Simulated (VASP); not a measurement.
## AlN: single point with r2SCAN

The system is AlN.

```
Al N
1.0
     0.00000    2.25042    2.25042
     2.25042    0.00000    2.25042
     2.25042    2.25042    0.00000
Al N
1 1
Direct
  0.00000 0.00000 0.00000
  0.25000 0.25000 0.25000
```

This cell differs from its parent crystal: strain +3.0%.

```yaml
Program: VASP 6.6.1
Task: single point
Functional: r2SCAN
Potentials_or_basis: VASP PAW PBE potentials, release 64 (Al, N)
Cutoff: 520 eV
k_mesh: 10 × 10 × 10
Occupations: gaussian, width 0.01 eV
Spin: no spin polarisation
Dipole_correction: no
Further_INCAR_settings: ALGO = Normal; EDIFF = 1e-06; NBANDS = 11
```

```yaml
Pressure: -16.1 GPa
Band_gap_on_the_k_mesh: 3.86 eV, indirect (least direct gap 4.08 eV)
```

Levels at points of the mesh, in eV from the valence-band top:
```tsv
k point	band 1	band 2	band 3	band 4	band 5	band 6	band 7	band 8
(0.00, 0.00, 0.00)	-15.24	0.00	0.00	0.00	4.08	12.62	12.62	12.62
(0.50, 0.00, 0.00)	-13.48	-5.53	-0.48	-0.48	7.37	10.17	11.37	11.37
(0.50, 0.50, 0.00)	-12.93	-4.68	-1.71	-1.71	3.86	8.90	13.97	15.81
```

Wall time 18 s on 1 thread of Intel(R) Xeon(R) Platinum 8559C (Emerald Rapids), on a shared host, peak memory 0.14 GiB.

Caveat: the cell differs from its parent crystal (strain +3.0%); the PAW data sets were made with another functional, which shifts forces and pressure a little. A k mesh can miss the band edges.
